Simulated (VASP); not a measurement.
A run of VASP 6.6.1 is set up as follows.

The input INCAR:

```
SYSTEM = TiAl
PREC = Accurate
ENCUT = 520
EDIFF = 1E-7
ISMEAR = 0
SIGMA = 0.1
LREAL = .False.
LASPH = .True.
NELM = 80
ALGO = Fast
ISIF = 2
LWAVE = .False.
LCHARG = .False.
GGA = PE
NBANDS = 14
```

The input KPOINTS:

```
Automatic mesh
0
Gamma
  18 18 10
  0 0 0
```

POSCAR

```
TiAl
1.0
    2.8368692530      0.0000000000      0.0000000000
   -1.4184346265      2.4568008403      0.0000000000
    0.0000000000      0.0000000000      4.4881528302
Ti Al
1 1
Direct
    0.0000000000      0.0000000000      0.0128257665
    0.3333333300      0.6666666700      0.4871742335
```

Potentials or basis: VASP PAW PBE potentials, release 64 (Ti_sv, Al).

The run is started by

```sh
$ cat potpaw_PBE.64/Ti_sv/POTCAR potpaw_PBE.64/Al/POTCAR > POTCAR
$ mpirun -np 1 vasp_std > vasp.out
```

(1) Predict the band gap on the k mesh.

(2) Predict the largest force.

(3) Estimate the pressure.

Answers

(1) zero (an odd number of electrons rules out a gap without spin polarisation).

(2) 1.094 eV/Å.

(3) 9.0 GPa.

Caveat: the cell differs from its parent crystal (strained and its atoms moved); the stress differs along the axes, from 7 to 13 GPa; forces of over 1 eV/Å act on the atoms, so gaps and moduli don't describe the material at rest.
